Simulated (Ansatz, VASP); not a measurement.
**Two plane-wave programs on Cl**

```
Cl
1.0
     3.12524   -2.00725    0.00000
     3.12524    2.00725    0.00000
     0.00000    0.00000    7.87854
Cl
4
Direct
  0.86706 0.13294 0.60875
  0.13294 0.86706 0.39125
  0.63294 0.36706 0.10875
  0.36706 0.63294 0.89125
```

Change from the starting cell: uniaxial_z strain -3.3%.

Alike in both runs: task single point; functional r2SCAN; k mesh 8 × 8 × 4; no spin polarisation.

```csv
,VASP,Ansatz
version,VASP 6.6.1,Ansatz 0.2.0
potentials or method,"VASP PAW PBE potentials, release 64 (Cl)","plane waves, PAW"
plane-wave cutoff (eV),520,500
occupations,"gaussian, width 0.01 eV",fixed
valence electrons in the cell,28,28
```

```csv
,VASP,Ansatz,Ansatz less VASP
gap on the k mesh at the Fermi level (eV),2.74,2.72,-0.028
pressure (GPa),0.9,1.4,+0.50
"traceless stress, the component that is largest in VASP (GPa)",0.15,0.07,-0.075
rms of the force components (eV/Å),0.134,0.027,-0.1070
```

VASP's potentials were made for PBE, not for r2SCAN. Atom by atom the forces differ by 0.107 eV/Å (rms over components).
